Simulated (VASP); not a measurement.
A run of VASP 6.6.1 is set up as follows.

Contents of INCAR:

```
AGGAC = 1.0 ; AGGAX = 1.0
ALDAC = 0.0 ; ALDAX = 1.0
ALGO = Normal ; EDIFF = 1E-6
ENCUT = 520 ; GGA = B5
ISIF = 2 ; ISMEAR = -1
LASPH = True ; LCHARG = True
LELF = True ; LREAL = False
LVHAR = True ; LWAVE = False
NBANDS = 30 ; NELM = 80
PREC = Accurate ; SIGMA = 0.1
```

The input KPOINTS:

```
k-points
0
Gamma
  7 7 7
```

The input POSCAR:

```
P
1.0
    5.1442137381      0.0000000000      0.0000000000
    0.0000000000      5.1442137381      0.0000000000
    0.0000000000      0.0000000000      5.1442137381
P
8
Direct
    1.0000000000      0.0000000000      0.0000000000
    0.5000000000      0.5000000000      0.5000000000
    0.2500000000      1.0000000000      0.5000000000
    0.7500000000      1.0000000000      0.5000000000
    0.5000000000      0.2500000000      0.0000000000
    0.5000000000      0.7500000000      0.0000000000
    0.0000000000      0.5000000000      0.2500000000
    0.0000000000      0.5000000000      0.7500000000
```

Potentials or basis: VASP PAW PBE potentials, release 64 (P).

Run with:

```console
$ cat potpaw_PBE.64/P/POTCAR > POTCAR
$ mpirun -np 1 vasp_std > vasp.out
```

Problem. What does it give for the band gap on the k mesh?

Solution. Zero (bands 20 and 21 overlap by 0.71 eV).

Problem. Estimate the pressure.

Solution. -0.1 GPa.

Caveat: the PAW data sets were made with another functional, which shifts forces and pressure a little.
